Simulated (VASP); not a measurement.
A run of VASP 6.6.1:

INCAR

```
PREC = Accurate
ENCUT = 520
EDIFF = 1E-6
ISMEAR = 0
SIGMA = 0.05
LREAL = F
LASPH = T
NELM = 80
ALGO = Normal
ISIF = 2
LWAVE = F
LCHARG = F
GGA = PE
NBANDS = 35
```

The input KPOINTS:

```
regular mesh
0
Gamma
  6 6 6
```

File POSCAR:

```
Al2O3
1.0
    2.5215409537      1.4558123484      3.9757976730
   -2.5215409537      1.4558123484      3.9757976730
    0.0000000000     -2.9116246967      3.9757976730
Al O
4 6
Direct
    0.8445081524      0.8445081524      0.8445081524
    0.6554918476      0.6554918476      0.6554918476
    0.1554918476      0.1554918476      0.1554918476
    0.3445081524      0.3445081524      0.3445081524
    0.0561574040      0.4438425960      0.7500000000
    0.7500000000      0.0561574040      0.4438425960
    0.4438425960      0.7500000000      0.0561574040
    0.9438425960      0.5561574040      0.2500000000
    0.2500000000      0.9438425960      0.5561574040
    0.5561574040      0.2500000000      0.9438425960
```

Potentials or basis: VASP PAW PBE potentials, release 64 (Al, O).

Launch:

```console
$ cat potpaw_PBE.64/Al/POTCAR potpaw_PBE.64/O/POTCAR > POTCAR
$ mpirun -np 1 vasp_std > vasp.out
```

Hardware: 1 thread of AMD EPYC 9R45 96-Core Processor (Zen 5), with other jobs on the host.

Question: How long does it take, and how much memory?

Answer: Run time: 70 s on 1 thread of AMD EPYC 9R45 96-Core Processor (Zen 5) (shared host), peak memory 0.23 GiB. Counts: scf iterations 13, k points 32.
